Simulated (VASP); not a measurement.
Write the native input for VASP 6.6.1 that does the following.

* Task: single point
* Functional: PBE
* Potentials or basis: VASP PAW PBE potentials, release 64 (Cd, S)
* Cutoff: 520 eV
* k mesh: 6 × 6 × 4
* Occupations: gaussian, width 0.02 eV
* Spin: no spin polarisation
* Dipole correction: no
* Further INCAR settings: ALGO = Normal; EDIFF = 1e-06; NBANDS = 26

The structure of CdS lies in POSCAR:

```
CdS
1.0
    4.2792733006      0.0000000000      0.0000000000
   -2.1396366503      3.7059593881      0.0000000000
    0.0000000000      0.0000000000      6.9618252670
Cd S
2 2
Direct
    0.3333333333      0.6666666667     -0.0008015542
    0.6666666667      0.3333333333      0.4991984458
    0.3333333333      0.6666666667      0.3758015542
    0.6666666667      0.3333333333      0.8758015542
```

These files were run (other wordings do the same):

INCAR

```
SYSTEM = CdS
PREC = Accurate
ENCUT = 520
EDIFF = 1E-6
ISMEAR = 0
SIGMA = 0.02
LREAL = .FALSE.
LASPH = .TRUE.
NELM = 100
ALGO = Normal
ISIF = 2
LWAVE = .FALSE.
LCHARG = .FALSE.
GGA = PE
NBANDS = 26
```

KPOINTS

```
Automatic mesh
0
G
  6 6 4
  0 0 0
```

Potentials or basis: VASP PAW PBE potentials, release 64 (Cd, S).

Run with:

```sh
$ cat potpaw_PBE.64/Cd/POTCAR potpaw_PBE.64/S/POTCAR > POTCAR
$ mpirun -np 1 vasp_std > vasp.out
```

It gave:

```yaml
Pressure: -2.5 GPa
Band_gap_on_the_k_mesh: 0.97 eV
```

It took 65 s on 1 thread of Intel Xeon 8259CL, on a shared host, peak memory 0.24 GiB.
